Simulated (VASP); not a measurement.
V: single point with r2SCAN

Crystal: V.

```
V
1.0
    -1.42851    1.42851    1.42851
     1.42851   -1.42851    1.42851
     1.42851    1.42851   -1.42851
V
1
Direct
  0.00000 0.00000 0.00000
```

```
Program             : VASP 6.6.1
Task                : single point
Functional          : r2SCAN
Potentials or basis : VASP PAW PBE potentials, release 64 (V_sv)
Cutoff              : 550 eV
k mesh              : 24 × 24 × 24
Occupations         : fermi-dirac, width 0.05 eV
Spin                : collinear spin, ferromagnetic start
Starting moments    : [1.0] μB
```

- Pressure: 32.8 GPa
- Net moment: 0.00 μB per cell
- Valence electrons inside the program's atomic spheres: V 11.91

Levels at points of the mesh, in eV from the Fermi level:
Spin up:
```
           k point  band 5  band 6  band 7  band 8  band 9  band 10
(0.00, 0.00, 0.00)   -7.32    0.50    0.50    0.50    3.08     3.08
(0.50, 0.00, 0.00)   -3.90   -1.48    2.17    3.11    3.58     5.15
(0.50, 0.50, 0.50)   -3.90   -3.90    4.65    4.65    4.65    12.18
```
Spin down:
| k point | band 5 | band 6 | band 7 | band 8 | band 9 | band 10 |
| --- | --- | --- | --- | --- | --- | --- |
| (0.00, 0.00, 0.00) | -7.32 | 0.50 | 0.50 | 0.50 | 3.08 | 3.08 |
| (0.50, 0.00, 0.00) | -3.90 | -1.48 | 2.17 | 3.11 | 3.58 | 5.15 |
| (0.50, 0.50, 0.50) | -3.90 | -3.90 | 4.65 | 4.65 | 4.65 | 12.18 |

It took 17 min on 1 thread of Oxide Virtual Turin-like Processor (shared host), peak memory 0.2 GiB.

Caveat: the cell stands under pressure; the moments typed at the start vanished in this run; the PAW data sets were made with another functional, which shifts forces and pressure a little.
